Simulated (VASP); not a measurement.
# Cu (R-3m) in VASP: notebook

The runs below take Cu through single point, with PBE.

Everything below comes from runs of VASP 6.6.1. Logs are shortened: lines on timing, memory, paths and dates and some standing lists are left out, and cuts for length are marked.

## Step 1: The cell of the first run

It takes space group R-3m (No. 166, trigonal). Conventional cell: a = 2.698 Å, b = 2.698 Å, c = 5.618 Å, α = 90.00°, β = 90.00°, γ = 120.00°. Cu (site symmetry -3m) has 12 Cu at 2.44 to 2.70 Å within 3.2 Å.

## Step 2: Single point, PBE

Contents of INCAR:

```
PREC = Accurate
ENCUT = 520
EDIFF = 1E-6
ISMEAR = 0
SIGMA = 0.15
LREAL = F
LASPH = T
NELM = 100
ALGO = Fast
ISIF = 2
LWAVE = F
LCHARG = T
GGA = PE
LELF = T
LVHAR = T
NBANDS = 12
```

Contents of KPOINTS:

```
Automatic mesh
0
Gamma
  24 24 24
```

Contents of POSCAR:

```
Cu
1.0
   -0.1908118450      1.7173066046      1.7173066046
    1.7173066046     -0.1908118450      1.7173066046
    1.7173066046      1.7173066046     -0.1908118450
Cu
1
Direct
    0.0000000000      0.0000000000      0.0000000000
```

Potentials or basis: VASP PAW PBE potentials, release 64 (Cu).

Started as:

```
$ cat potpaw_PBE.64/Cu/POTCAR > POTCAR
$ mpirun -np 1 vasp_std > vasp.out
```

OUTCAR:

```text
PREC = Accurate
   ENCUT = 520
   EDIFF = 1E-6
   ISMEAR = 0
   LREAL = F
   LASPH = T
   NELM = 100
   ISIF = 2
   GGA = PE

 ion  position               nearest neighbor table
   1  0.000  0.000  0.000-

  LATTYP: Found a trigonal (rhomboedric) cell.
 ALAT       =     2.4361225562
 COS(alpha) =     0.3865030675

  Lattice vectors:

 A1 = (  -0.1908118450,   1.7173066046,   1.7173066046)
 A2 = (   1.7173066046,  -0.1908118450,   1.7173066046)
 A3 = (   1.7173066046,   1.7173066046,  -0.1908118450)

Analysis of symmetry for initial positions (statically):
=====================================================================
 Subroutine PRICEL returns:
 Original cell was already a primitive cell.

 Routine SETGRP: Setting up the symmetry group for a
 trigonal (rhombohedral) supercell.

 Subroutine GETGRP returns: Found 12 space group operations
 (whereof 12 operations were pure point group operations)
 out of a pool of 12 trial point group operations.

The static configuration has the point symmetry D_3d.

Analysis of symmetry for dynamics (positions and initial velocities):
=====================================================================
 Subroutine PRICEL returns:
 Original cell was already a primitive cell.

 Routine SETGRP: Setting up the symmetry group for a
 trigonal (rhombohedral) supercell.

 Subroutine GETGRP returns: Found 12 space group operations
 (whereof 12 operations were pure point group operations)
 out of a pool of 12 trial point group operations.

The dynamic configuration has the point symmetry D_3d.

 Subroutine INISYM returns: Found 12 space group operations
 (whereof 12 operations are pure point group operations),
 and found     1 'primitive' translations

----------------------------------------------------------------------------------------

                                     Primitive cell

  volume of cell :      11.8104

  direct lattice vectors                    reciprocal lattice vectors
    -0.190811845  1.717306605  1.717306605    -0.246624226  0.277452254  0.277452254
     1.717306605 -0.190811845  1.717306605     0.277452254 -0.246624226  0.277452254
     1.717306605  1.717306605 -0.190811845     0.277452254  0.277452254 -0.246624226

  length of vectors
     2.436122556  2.436122556  2.436122556     0.463446885  0.463446885  0.463446885

  position of ions in fractional coordinates (direct lattice)
     0.000000000  0.000000000  0.000000000

  ion indices of the primitive-cell ions
   primitive index   ion index
                 1           1

----------------------------------------------------------------------------------------

 KPOINTS: Automatic mesh

Automatic generation of k-mesh.
 Grid dimensions read from file:
 generate k-points for:   24   24   24

 Generating k-lattice:

  Cartesian coordinates                     Fractional coordinates (reciprocal lattice)
    -0.010276009  0.011560511  0.011560511     0.041666667  0.000000000 -0.000000000
     0.011560511 -0.010276009  0.011560511     0.000000000  0.041666667 -0.000000000
     0.011560511  0.011560511 -0.010276009     0.000000000  0.000000000  0.041666667

  Length of vectors
     0.019310287  0.019310287  0.019310287

  Shift w.r.t. Gamma in fractional coordinates (k-lattice)
     0.000000000  0.000000000  0.000000000

 Subroutine IBZKPT returns following result:
 ===========================================

 Found   1313 irreducible k-points:

 Following reciprocal coordinates:
            Coordinates               Weight
  0.000000  0.000000  0.000000      1.000000
  0.041667 -0.000000 -0.000000      6.000000
  0.083333 -0.000000 -0.000000      6.000000
  0.125000  0.000000  0.000000      6.000000
  0.166667 -0.000000 -0.000000      6.000000
  0.208333  0.000000  0.000000      6.000000
[... 16 lines left out ...]
  0.416667  0.041667 -0.000000     12.000000
  0.458333  0.041667 -0.000000     12.000000
 [... further k-points ...]
   k-points           NKPTS =   1313   k-points in BZ     NKDIM =   1313   number of bands    NBANDS=     12
   number of dos      NEDOS =    301   number of ions     NIONS =      1
   total plane-waves  NPLWV =   5832
   dimension x,y,z NGX =    18 NGY =   18 NGZ =   18
   dimension x,y,z NGXF=    36 NGYF=   36 NGZF=   36
   ions per type =               1
   NGX,Y,Z   is equivalent  to a cutoff of  12.28, 12.28, 12.28 a.u.
   NGXF,Y,Z  is equivalent  to a cutoff of  24.57, 24.57, 24.57 a.u.
 SYSTEM =  unknown system
   PREC   = accura    normal or accurate (medium, high low for compatibility)
   ISTART =      0    job   : 0-new  1-cont  2-samecut
   ICHARG =      2    charge: 1-file 2-atom 10-const
   ISPIN  =      1    spin polarized calculation?
   LNONCOLLINEAR =      F non collinear calculations
   LSORBIT =      F    spin-orbit coupling
   LASPH  =      T    aspherical Exc in radial PAW
   ENCUT  =  520.0 eV  38.22 Ry    6.18 a.u.   4.53  4.53  4.53*2*pi/ulx,y,z
   NELM   =    100;   NELMIN=  2; NELMDL= -5     # of ELM steps
   EDIFF  = 0.1E-05   stopping-criterion for ELM
   LREAL  =      F    real-space projection
   EDIFFG = 0.1E-04   stopping-criterion for IOM
   NSW    =      0    number of steps for IOM
   IBRION =     -1    ionic relax: 0-MD 1-quasi-New 2-CG
   NFREE  =      0    steps in history (QN), initial steepest desc. (CG)
   ISIF   =      2    stress and relaxation
   ISYM   =      2    0-nonsym 1-usesym 2-fastsym
   POTIM  = 0.5000    time-step for ionic-motion
   TEBEG  =    0.0;   TEEND  =   0.0 temperature during run
   PSTRESS=    0.0 pullay stress
   NELECT =      11.0000    total number of electrons
   NUPDOWN=      -1.0000    fix difference up-down
   EMIN   =  10.00;   EMAX   =-10.00  energy-range for DOS
   EFERMI =   0.00;   METHOD = LEGACY
   ISMEAR =     0;   SIGMA  =   0.15  broadening in eV -4-tet -1-fermi 0-gaus
   EFERMI_NEDOS =   21; number of points for ismear=-14 and -15
   IALGO  =     68    algorithm
   IMIX   =      4    mixing-type and parameters
     AMIX     =   0.40;   BMIX     =  1.00
     AMIX_MAG =   1.60;   BMIX_MAG =  1.00
  volume/ion in A,a.u.               =      11.81        79.70
  Fermi-wavevector in a.u.,A,eV,Ry     =   1.598763  3.021224 34.777078  2.556043
  Thomas-Fermi vector in A             =   2.696162
   LORBIT       =      0    0 simple, 1 ext, 2 COOP (PROOUT), +10 PAW based schemes
   GGA     = PE    functional components
   LHFCALC =     F    Hartree Fock is set to
   AEXX    =    0.0000 exact exchange contribution
   IVDW    =     0    specifies the selected vdW correction
   LEPSILON=     F    determine dielectric tensor
   LRPA    =     F    only Hartree local field effects (RPA)
 non-spin polarized calculation
 RMM-DIIS sequential band-by-band and
 Gauss-broadening in eV      SIGMA  =   0.15
  energy-cutoff  :      520.00
  volume of cell :       11.81
 maximum number of plane-waves:       329
   NGX =  9   NGY =  9   NGZ =  9

 number of electron      10.9999983 magnetization

 Free energy of the ion-electron system (eV)
  ---------------------------------------------------
  ext. energy  EPLUGINS =         0.00000000
  ---------------------------------------------------
  free energy    TOTEN  =        -3.63701168 eV

  energy without entropy =       -3.63417885  energy(sigma->0) =       -3.63559527

 E-fermi :   7.6026     XC(G=0): -12.7111

 val. band max:        7.5981781335   @ k =  -0.2500  -0.4167   0.0833
 cond. band min:       7.6195112323   @ k =   0.5000   0.1667   0.0417
 fundamental gap:      0.0213330988
 Fermi energy:         7.6025583135

 k-point     1 :       0.0000    0.0000    0.0000
  band No.  band energies     occupation
      1      -1.7574      2.00000
      2       4.1134      2.00000
      3       4.1134      2.00000
      4       5.1156      2.00000
      5       5.5000      2.00000
      6       5.5000      2.00000
      7      28.9036      0.00000
      8      30.4626      0.00000
      9      30.4626      0.00000
     10      33.3611      0.00000
     11      33.3611      0.00000
     12      36.4992      0.00000

 k-point     2 :       0.0417   -0.0000   -0.0000
  band No.  band energies     occupation
      1      -1.6983      2.00000
      2       4.1147      2.00000
      3       4.1185      2.00000
      4       5.1180      2.00000
      5       5.4952      2.00000
      6       5.4968      2.00000
      7      28.4475      0.00000
      8      29.8323      0.00000
      9      30.3748      0.00000
     10      33.5422      0.00000
     11      34.1058      0.00000
     12      36.9495      0.00000

 k-point     3 :       0.0833   -0.0000   -0.0000
  band No.  band energies     occupation
      1      -1.5221      2.00000
      2       4.1174      2.00000
      3       4.1323      2.00000
      4       5.1268      2.00000
      5       5.4827      2.00000
      6       5.4886      2.00000
      7      26.8191      0.00000
      8      29.5077      0.00000
      9      30.1655      0.00000
     10      34.0273      0.00000
     11      34.9006      0.00000
     12      38.4302      0.00000

 k-point     4 :       0.1250    0.0000    0.0000
  band No.  band energies     occupation
      1      -1.2323      2.00000
      2       4.1181      2.00000
      3       4.1506      2.00000
      4       5.1443      2.00000
      5       5.4673      2.00000
      6       5.4801      2.00000
      7      24.8032      0.00000
      8      29.4254      0.00000
      9      29.9225      0.00000
     10      34.7126      0.00000
     11      35.3651      0.00000
     12      38.2441      0.00000

 k-point     5 :       0.1667   -0.0000   -0.0000
  band No.  band energies     occupation
      1      -0.8354      2.00000
      2       4.1158      2.00000
      3       4.1671      2.00000
      4       5.1684      2.00000
      5       5.4562      2.00000
      6       5.4807      2.00000
      7      22.7512      0.00000
      8      29.3626      0.00000
      9      29.6999      0.00000
     10      35.4913      0.00000
     11      35.7617      0.00000
     12      37.3781      0.00000
[... 228 lines left out ...]
      1       1.3081      2.00000
      2       4.1354      2.00000
      3       4.3020      2.00000
      4       5.1738      2.00000
      5       5.5256      2.00000
      6       5.7655      2.00000
      7      15.7170      0.00000
      8      28.3958      0.00000
      9      30.5100      0.00000
     10      33.5484      0.00000
     11      34.2288      0.00000
     12      36.2618      0.00000

 k-point    22 :       0.3750    0.0417   -0.0000
  band No.  band energies     occupation
      1       1.8209      2.00000
      2       4.1057      2.00000
      3       4.5501      2.00000
      4       5.1482      2.00000
      5       5.6129      2.00000
      6       5.8898      2.00000
      7      14.0683      0.00000
      8      28.3645      0.00000
      9      30.0083      0.00000
     10      33.3289      0.00000
     11      33.8711      0.00000
     12      35.9395      0.00000

 k-point    23 :       0.4167    0.0417   -0.0000
  band No.  band energies     occupation
      1       2.1753      2.00000
      2       4.0738      2.00000
      3       4.9332      2.00000
      4       5.1246      2.00000
      5       5.7168      2.00000
      6       6.0425      2.00000
      7      12.5963      0.00000
      8      28.3374      0.00000
      9      29.5401      0.00000
     10      33.1078      0.00000
     11      33.7169      0.00000
     12      35.6110      0.00000

 k-point    24 :       0.4583    0.0417   -0.0000
  band No.  band energies     occupation
      1       2.3653      2.00000
      2       4.0499      2.00000
      3       5.1044      2.00000
      4       5.2802      2.00000
      5       5.8291      2.00000
      6       6.2845      2.00000
      7      11.4107      0.00000
      8      28.2473      0.00000
      9      29.2195      0.00000
     10      32.9226      0.00000
     11      33.7498      0.00000
     12      35.3633      0.00000

 [... further k-points ...]

------------------------ aborting loop because EDIFF is reached ----------------------------------------

  FORCE on cell =-STRESS in cart. coord.  units (eV):
  Direction    XX          YY          ZZ          XY          YZ          ZX
  --------------------------------------------------------------------------------------
  -------------------------------------------------------------------------------------
  Total        0.4562959      0.4562959      0.4562959      0.5066472      0.5066472      0.5066472
  in kB       61.9002218     61.9002218     61.9002218     68.7307833     68.7307833     68.7307833
  external PRESSURE =      61.9002218 kB  Pullay stress =       0.0000000 kB

 VOLUME and BASIS-vectors are now :
 -----------------------------------------------------------------------------
  energy-cutoff  :      520.00
  volume of cell :       11.81
      direct lattice vectors                 reciprocal lattice vectors
    -0.190811845  1.717306605  1.717306605    -0.246624226  0.277452254  0.277452254
     1.717306605 -0.190811845  1.717306605     0.277452254 -0.246624226  0.277452254
     1.717306605  1.717306605 -0.190811845     0.277452254  0.277452254 -0.246624226

 POSITION                                       TOTAL-FORCE (eV/Angst)
 -----------------------------------------------------------------------------------
      0.00000      0.00000      0.00000         0.000000      0.000000      0.000000
 -----------------------------------------------------------------------------------
    total drift:                                0.000000     -0.000000     -0.000000

  FREE ENERGIE OF THE ION-ELECTRON SYSTEM (eV)
  ---------------------------------------------------
  free  energy   TOTEN  =        -3.6370116836 eV

  energy  without entropy=       -3.6341788498  energy(sigma->0) =       -3.63559527
```

It took 62 s on 1 thread of Intel Xeon 6975P-C (Granite Rapids), shared host; peak memory 0.27 GiB.

Results:

* Free energy: -3.6370 eV
* Pressure: 6.2 GPa

[end of part 1 of 2]
